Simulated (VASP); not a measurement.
**SiO2: vibrations by perturbation theory with PBE**

The system is SiO2.

```
Si O
1.0
    -2.49246    2.49246    3.67959
     2.49246   -2.49246    3.67959
     2.49246    2.49246   -3.67959
Si O
2 4
Direct
  0.00000 0.00000 0.00000
  0.75000 0.25000 0.50000
  0.97409 0.62500 0.84909
  0.37500 0.22409 0.34909
  0.77591 0.12500 0.15091
  0.87500 0.02591 0.65091
```

```json
{
  "Program": "VASP 6.6.1",
  "Task": "vibrations by perturbation theory",
  "Functional": "PBE",
  "Potentials or basis": "VASP PAW PBE potentials, release 64 (Si, O)",
  "Cutoff": "520 eV",
  "k mesh": "6 × 6 × 6",
  "Occupations": "gaussian, width 0.01 eV",
  "Spin": "no spin polarisation",
  "Dipole correction": "no",
  "Further INCAR settings": "ALGO = Normal; EDIFF = 1e-08; NBANDS = 25; IBRION = 8; NSW = 1"
}
```

- Electronic dielectric tensor (diagonal): 2.22, 2.22, 2.24
- Born charges (mean of the diagonal): Si +3.31; O -1.65 e
- Highest phonon frequency at Γ, LO-TO splitting left out: 1093 cm⁻¹

Phonon frequencies in cm⁻¹ (negative: imaginary):
| q point | frequencies |
| --- | --- |
| (0.000, 0.000, 0.000) | 0 0 0 137 137 322 356 414 423 445 445 745 758 758 1043 1054 1054 1093 |

Electronic dielectric tensor:
```
2.22 0.00 0.00
0.00 2.22 0.00
0.00 0.00 2.24
```

Born effective charge tensors (e):
atom 1, Si
```
 3.28 -0.40  0.00
 0.40  3.28  0.00
 0.00  0.00  3.36
```
atom 2, Si
```
 3.28  0.40  0.00
-0.40  3.28  0.00
 0.00  0.00  3.36
```
atom 3, O
```
-2.22  0.00 -0.90
 0.00 -1.07  0.00
-0.88  0.00 -1.68
```
atom 4, O
```
-1.07  0.00  0.00
 0.00 -2.22 -0.90
 0.00 -0.88 -1.68
```
atom 5, O
```
-2.22  0.00  0.90
 0.00 -1.07  0.00
 0.88  0.00 -1.68
```
atom 6, O
```
-1.07  0.00  0.00
 0.00 -2.22  0.90
 0.00  0.88 -1.68
```

Wall time 24 min on 1 thread of Intel(R) Xeon(R) 6975P-C (Granite Rapids) (shared host), peak memory 0.72 GiB.
